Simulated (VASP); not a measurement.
# SiC: relaxation of the atoms with LDA

Crystal: SiC.

```xyz
4
Lattice="2.9225 0.0000 0.0000 -1.4612 2.5309 0.0000 0.0000 0.0000 4.6081" Properties=species:S:1:pos:R:3 pbc="T T T"
Si    0.0000    1.6873    0.0212
Si    1.4612    0.8436    2.3253
C     0.0000    1.6873    1.7529
C     1.4612    0.8436    4.0570
```

```
Program                : VASP 6.6.1
Task                   : relaxation of the atoms
Functional             : LDA
Potentials or basis    : VASP PAW LDA potentials, release 64 (Si, C)
Cutoff                 : 520 eV
k mesh                 : 12 × 12 × 6
Occupations            : gaussian, width 0.05 eV
Spin                   : no spin polarisation
Dipole correction      : no
Further INCAR settings : ALGO = Normal; EDIFF = 1e-06; IBRION = 2; EDIFFG = -0.01; NSW = 50
```

The energy gained by relaxing is 8.9 meV/atom. The ionic steps are 3. The pressure after relaxing is 56.0 GPa and the band gap on the k mesh is 1.74 eV (least direct gap 3.94 eV).

Stress tensor (GPa, compression positive):
```
48.87  0.00  0.00
 0.00 48.87  0.00
 0.00  0.00 70.38
```

Step by step:
```csv
step,energy change (eV),largest force (eV/Å),pressure (GPa)
1,0.0000,1.0333,56.87
2,0.0618,1.4249,55.70
3,-0.0356,0.0017,56.04
```

Final structure:
```
Si C
1.0
     2.92245    0.00000    0.00000
    -1.46123    2.53092    0.00000
     0.00000    0.00000    4.60813
Si C
2 2
Direct
  0.33333 0.66667 0.00075
  0.66667 0.33333 0.50075
  0.33333 0.66667 0.38425
  0.66667 0.33333 0.88425
```

Levels at points of the mesh, in eV from the valence-band top:
| k point | band 5 | band 6 | band 7 | band 8 | band 9 | band 10 | band 11 | band 12 |
| --- | --- | --- | --- | --- | --- | --- | --- | --- |
| (0.00, 0.00, 0.00) | -2.07 | -0.47 | -0.47 | 0.00 | 5.49 | 7.07 | 7.07 | 8.51 |
| (0.50, 0.00, 0.00) | -6.37 | -4.33 | -4.09 | -1.58 | 2.36 | 4.42 | 7.46 | 7.88 |
| (0.00, 0.00, 0.50) | -1.33 | -1.33 | -1.33 | -1.33 | 6.75 | 6.75 | 7.66 | 7.66 |
| (0.50, 0.00, 0.50) | -3.22 | -3.22 | -2.52 | -2.52 | 3.42 | 3.42 | 5.90 | 5.90 |

It took 31 s on 1 thread of AMD EPYC 9R45 (Zen 5), on a shared host, peak memory 0.12 GiB.

A k mesh can miss the band edges. A hybrid or GW would open this gap; LDA tends to underestimate it.
